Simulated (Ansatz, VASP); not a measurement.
**Two plane-wave programs on Ti2Co**

Contents of POSCAR:

```
Ti2Co
1.0
    0.0000000000      3.3650000000      3.3650000000
    3.3650000000      0.0000000000      3.3650000000
    3.3650000000      3.3650000000      0.0000000000
Ti Co
4 2
Direct
    0.1250000000      0.1250000000      0.1250000000
    0.6250000000      0.1250000000      0.1250000000
    0.1250000000      0.1250000000      0.6250000000
    0.1250000000      0.6250000000      0.1250000000
    0.5000000000      0.5000000000      0.5000000000
    0.7500000000      0.7500000000      0.7500000000
```

INCAR.step1

```
SYSTEM = Ti2Co
PREC     = Accurate       ! precision mode
ENCUT    = 520            ! plane-wave cutoff, eV
ISMEAR   = 0              ! smearing method
SIGMA    = 0.01           ! smearing width, eV
LREAL    = .False.        ! projectors in reciprocal space
LASPH    = .True.         ! aspherical terms in the spheres
NELM     = 150            ! most SCF steps
ISPIN    = 2              ! spin polarisation
MAGMOM   = 0.19 0.19 0.19 0.19 1.58 1.58 ! initial moments
LMAXMIX  = 4              ! l up to which the mixer works
NBANDS   = 46             ! bands
GGA      = PE             ! functional
ALGO     = Normal         ! electronic algorithm
EDIFF    = 1E-4           ! SCF threshold, eV
LWAVE    = .True.         ! write WAVECAR
LCHARG   = .False.        ! write CHGCAR
```

Contents of INCAR.step2:

```
SYSTEM = Ti2Co
PREC     = Accurate       ! precision mode
ENCUT    = 520            ! plane-wave cutoff, eV
EDIFF    = 1E-7           ! SCF threshold, eV
ISMEAR   = 0              ! smearing method
SIGMA    = 0.01           ! smearing width, eV
LREAL    = .False.        ! projectors in reciprocal space
LASPH    = .True.         ! aspherical terms in the spheres
NELM     = 150            ! most SCF steps
ALGO     = Normal         ! electronic algorithm
ISIF     = 2              ! what is computed and relaxed
LWAVE    = .False.        ! write WAVECAR
LCHARG   = .False.        ! write CHGCAR
ISPIN    = 2              ! spin polarisation
MAGMOM   = 0.19 0.19 0.19 0.19 1.58 1.58 ! initial moments
LORBIT   = 11             ! projections on sites
LMAXMIX  = 4              ! l up to which the mixer works
METAGGA  = R2SCAN         ! meta-GGA
LMIXTAU  = .True.       
NBANDS   = 46             ! bands
ISTART   = 1
```

KPOINTS

```
regular mesh
0
Gamma
  5 5 5
  0 0 0
```

Input for Ansatz:

```yaml
crystal:
  lattice:
    - [0.0, 3.365, 3.365]
    - [3.365, 0.0, 3.365]
    - [3.365, 3.365, 0.0]
  atoms:
    - { symbol: Ti, position: [0.125, 0.125, 0.125], spin: 0.19 }
    - { symbol: Ti, position: [0.625, 0.125, 0.125], spin: 0.19 }
    - { symbol: Ti, position: [0.125, 0.125, 0.625], spin: 0.19 }
    - { symbol: Ti, position: [0.125, 0.625, 0.125], spin: 0.19 }
    - { symbol: Co, position: [0.5, 0.5, 0.5], spin: 1.58 }
    - { symbol: Co, position: [0.75, 0.75, 0.75], spin: 1.58 }
basis:
  ecutwfc: 500
kpoints:
  mp_grid: { grid: [5, 5, 5] }
hamiltonian:
  xc: r2scan
scf:
  occupations: { method: gaussian, width: 0.01 }
output:
  forces: true
  stress: true
  eigenvalues: true
  populations: true
magnetization:
  spin_polarized: true
```

Alike in both runs: task single point; functional r2SCAN; k mesh 5 × 5 × 5; occupations gaussian, width 0.01 eV; collinear spin.

```csv
,VASP,Ansatz
version,VASP 6.6.1,Ansatz 0.2.0
potentials or method,"VASP PAW PBE potentials, release 64 (Ti_sv, Co), cutoff 520 eV","scalar-relativistic, plane waves, PAW"
valence electrons in the cell,66,82
```

|  | VASP | Ansatz | Ansatz less VASP |
| --- | --- | --- | --- |
| gap on the k mesh at the Fermi level (eV) | none | none | - |
| pressure (GPa) | 25.0 | 23.5 | -1.41 |
| net moment per atom (μB) | 0.26 | 0.53 | +0.263 |
| size of the moment on the site where the two differ most (μB) | 0.21 | 0.14 | -0.067 |

The net moments are unlike, so the other rows may belong to different states. VASP's potentials were made for PBE, not for r2SCAN. Site moments also hang on the region over which each program counts them. A gap of «none» marks a metal or a gap that the smearing closes. VASP's potentials hold 66 valence electrons a cell and Ansatz's 82, so a difference there can come from the potentials and not from the codes. Ansatz's warnings: stability check not made.
